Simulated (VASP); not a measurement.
# GaN (F-43m) in VASP: single point with PBEsol

Aim: the single point of GaN with PBEsol.

All numbers are computed with VASP 6.6.1; they aren't measurements. Logs are shortened: lines on timing, memory, paths and dates and some standing lists are left out, and cuts for length are marked.

### Step 1. The cell of the first run

It takes space group F-43m (No. 216, cubic). Conventional cell: a = 4.498 Å, b = 4.498 Å, c = 4.498 Å, α = 90.00°, β = 90.00°, γ = 90.00°. Ga (site symmetry -43m) has 4 N at 1.95 Å within 2.6 Å. N (site symmetry -43m) has 4 Ga at 1.95 Å within 2.6 Å.

### Step 2. Single point, PBEsol

Input file INCAR:

```
SYSTEM = GaN
ALGO = Normal
EDIFF = 1E-6
ENCUT = 520
GGA = PS
ISIF = 2
ISMEAR = 0
LASPH = .True.
LCHARG = .False.
LREAL = .False.
LWAVE = .False.
NBANDS = 16
NELM = 60
PREC = Accurate
SIGMA = 0.05
```

Input file KPOINTS:

```
k-points
0
Gamma
  10 10 10
  0 0 0
```

Input file POSCAR:

```
GaN
1.0
    0.0000000000      2.2489555081      2.2489555081
    2.2489555081      0.0000000000      2.2489555081
    2.2489555081      2.2489555081      0.0000000000
Ga N
1 1
Direct
    0.0000000000      0.0000000000      0.0000000000
    0.7500000000      0.7500000000      0.7500000000
```

Potentials or basis: VASP PAW PBE potentials, release 64 (Ga_d, N).

Command:

```console
$ cat potpaw_PBE.64/Ga_d/POTCAR potpaw_PBE.64/N/POTCAR > POTCAR
$ mpirun -np 1 vasp_std > vasp.out
```

OUTCAR:

```text
SYSTEM = GaN
   EDIFF = 1E-6
   ENCUT = 520
   GGA = PS
   ISIF = 2
   ISMEAR = 0
   LASPH = .True.
   LREAL = .False.
   NELM = 60
   PREC = Accurate

 ion  position               nearest neighbor table
   1  0.000  0.000  0.000-   2 1.95   2 1.95   2 1.95   2 1.95
   2  0.750  0.750  0.750-   1 1.95   1 1.95   1 1.95   1 1.95

  LATTYP: Found a face centered cubic cell.
 ALAT       =     4.4979110162

  Lattice vectors:

 A1 = (   0.0000000000,   2.2489555081,   2.2489555081)
 A2 = (   2.2489555081,   0.0000000000,   2.2489555081)
 A3 = (   2.2489555081,   2.2489555081,   0.0000000000)

Analysis of symmetry for initial positions (statically):
=====================================================================
 Subroutine PRICEL returns:
 Original cell was already a primitive cell.

 Routine SETGRP: Setting up the symmetry group for a
 face centered cubic supercell.

 Subroutine GETGRP returns: Found 24 space group operations
 (whereof 24 operations were pure point group operations)
 out of a pool of 48 trial point group operations.

The static configuration has the point symmetry T_d .

Analysis of symmetry for dynamics (positions and initial velocities):
=====================================================================
 Subroutine PRICEL returns:
 Original cell was already a primitive cell.

 Routine SETGRP: Setting up the symmetry group for a
 face centered cubic supercell.

 Subroutine GETGRP returns: Found 24 space group operations
 (whereof 24 operations were pure point group operations)
 out of a pool of 48 trial point group operations.

The dynamic configuration has the point symmetry T_d .

 Subroutine INISYM returns: Found 24 space group operations
 (whereof 24 operations are pure point group operations),
 and found     1 'primitive' translations

----------------------------------------------------------------------------------------

                                     Primitive cell

  volume of cell :      22.7495

  direct lattice vectors                    reciprocal lattice vectors
     0.000000000  2.248955508  2.248955508    -0.222325430  0.222325430  0.222325430
     2.248955508  0.000000000  2.248955508     0.222325430 -0.222325430  0.222325430
     2.248955508  2.248955508  0.000000000     0.222325430  0.222325430 -0.222325430

  length of vectors
     3.180503381  3.180503381  3.180503381     0.385078940  0.385078940  0.385078940

  position of ions in fractional coordinates (direct lattice)
     0.000000000  0.000000000  0.000000000
     0.750000000  0.750000000  0.750000000

[... 77 lines left out ...]
   LREAL  =      F    real-space projection
   EDIFFG = 0.1E-04   stopping-criterion for IOM
   NSW    =      0    number of steps for IOM
   IBRION =     -1    ionic relax: 0-MD 1-quasi-New 2-CG
   NFREE  =      0    steps in history (QN), initial steepest desc. (CG)
   ISIF   =      2    stress and relaxation
   ISYM   =      2    0-nonsym 1-usesym 2-fastsym
   POTIM  = 0.5000    time-step for ionic-motion
   TEBEG  =    0.0;   TEEND  =   0.0 temperature during run
   PSTRESS=    0.0 pullay stress
   NELECT =      18.0000    total number of electrons
   NUPDOWN=      -1.0000    fix difference up-down
   EMIN   =  10.00;   EMAX   =-10.00  energy-range for DOS
   EFERMI =   0.00;   METHOD = LEGACY
   ISMEAR =     0;   SIGMA  =   0.05  broadening in eV -4-tet -1-fermi 0-gaus
   EFERMI_NEDOS =   21; number of points for ismear=-14 and -15
   IALGO  =     38    algorithm
   IMIX   =      4    mixing-type and parameters
     AMIX     =   0.40;   BMIX     =  1.00
     AMIX_MAG =   1.60;   BMIX_MAG =  1.00
  volume/ion in A,a.u.               =      11.37        76.76
  Fermi-wavevector in a.u.,A,eV,Ry     =   1.514171  2.861367 31.194248  2.292713
  Thomas-Fermi vector in A             =   2.623864
   LORBIT       =      0    0 simple, 1 ext, 2 COOP (PROOUT), +10 PAW based schemes
   GGA     = PS    functional components
   LHFCALC =     F    Hartree Fock is set to
   AEXX    =    0.0000 exact exchange contribution
   IVDW    =     0    specifies the selected vdW correction
   LEPSILON=     F    determine dielectric tensor
   LRPA    =     F    only Hartree local field effects (RPA)
 non-spin polarized calculation
 Gauss-broadening in eV      SIGMA  =   0.05
  energy-cutoff  :      520.00
  volume of cell :       22.75
 maximum number of plane-waves:       622
   NGX = 11   NGY = 11   NGZ = 11

 number of electron      18.0000009 magnetization

 Free energy of the ion-electron system (eV)
  ---------------------------------------------------
  ext. energy  EPLUGINS =         0.00000000
  ---------------------------------------------------
  free energy    TOTEN  =       -13.12250576 eV

  energy without entropy =      -13.12250576  energy(sigma->0) =      -13.12250576

 E-fermi :   5.5170     XC(G=0): -11.9345

 val. band max:        5.2155122633   @ k =   0.0000   0.0000   0.0000
 cond. band min:       6.9372449130   @ k =   0.0000   0.0000   0.0000
 fundamental gap:      1.7217326497
 Fermi energy:         5.5169672638

 k-point     1 :       0.0000    0.0000    0.0000
  band No.  band energies     occupation
      1     -10.7687      2.00000
      2      -8.1929      2.00000
      3      -8.1929      2.00000
      4      -8.1929      2.00000
      5      -7.8617      2.00000
      6      -7.8617      2.00000
[... 433 lines left out ...]
      3      -7.9619      2.00000
      4      -7.9610      2.00000
      5      -7.7993      2.00000
      6      -6.9541      2.00000
[... 8 lines left out ...]
     15      27.5072      0.00000
     16      27.6145      0.00000

 [... further k-points ...]

------------------------ aborting loop because EDIFF is reached ----------------------------------------

  FORCE on cell =-STRESS in cart. coord.  units (eV):
  Direction    XX          YY          ZZ          XY          YZ          ZX
  --------------------------------------------------------------------------------------
  -------------------------------------------------------------------------------------
  Total       -0.0265710     -0.0265710     -0.0265710      0.0000000     -0.0000000      0.0000000
  in kB       -1.8713130     -1.8713130     -1.8713130      0.0000000     -0.0000000      0.0000000
  external PRESSURE =      -1.8713130 kB  Pullay stress =       0.0000000 kB

 VOLUME and BASIS-vectors are now :
 -----------------------------------------------------------------------------
  energy-cutoff  :      520.00
  volume of cell :       22.75
      direct lattice vectors                 reciprocal lattice vectors
     0.000000000  2.248955508  2.248955508    -0.222325430  0.222325430  0.222325430
     2.248955508  0.000000000  2.248955508     0.222325430 -0.222325430  0.222325430
     2.248955508  2.248955508  0.000000000     0.222325430  0.222325430 -0.222325430

 POSITION                                       TOTAL-FORCE (eV/Angst)
 -----------------------------------------------------------------------------------
      0.00000      0.00000      0.00000        -0.000000     -0.000000     -0.000000
      3.37343      3.37343      3.37343         0.000000      0.000000      0.000000
 -----------------------------------------------------------------------------------
    total drift:                               -0.000001     -0.000001     -0.000001

  FREE ENERGIE OF THE ION-ELECTRON SYSTEM (eV)
  ---------------------------------------------------
  free  energy   TOTEN  =       -13.1225057578 eV

  energy  without entropy=      -13.1225057578  energy(sigma->0) =      -13.12250576
```

stdout:

```text
POSCAR found type information on POSCAR GaN
 POSCAR found :  2 types and       2 ions
 scaLAPACK will be used
 -----------------------------------------------------------------------------
|                                                                             |
|                                                                             |
|     You enforced a specific xc type in the INCAR file but a different       |
|     I HOPE YOU KNOW WHAT YOU ARE DOING!                                     |
|                                                                             |
 -----------------------------------------------------------------------------

 LDA part: xc-table for (Slater+PW92), standard interpolation
 POSCAR, INCAR and KPOINTS ok, starting setup
 FFT: planning ... GRIDC
 FFT: planning ... GRID_SOFT
 FFT: planning ... GRID
 WAVECAR not read
 entering main loop
```

Run time: 13 s. Hardware: 1 thread of Intel Xeon 6975P-C (Granite Rapids), shared host; peak memory 0.14 GiB.

Results:

| Property | Result |
| --- | --- |
| Free energy | -13.1225 eV |
| Pressure | -0.2 GPa |
| Band gap on the k mesh | 1.72 eV, direct |

Levels at points of the mesh, in eV from the valence-band top:
```tsv
k point	band 6	band 7	band 8	band 9	band 10	band 11	band 12	band 13
(0.00, 0.00, 0.00)	-13.08	0.00	0.00	0.00	1.72	10.24	10.24	10.24
(0.50, 0.00, 0.00)	-11.83	-7.15	-0.99	-0.99	4.60	8.66	10.30	10.30
(0.50, 0.50, 0.00)	-11.40	-6.20	-2.76	-2.76	3.23	6.60	11.62	13.94
```

Caveat: the PAW data sets were made with another functional, which shifts forces and pressure a little. As with any semilocal functional, this PBEsol gap is likely too small.
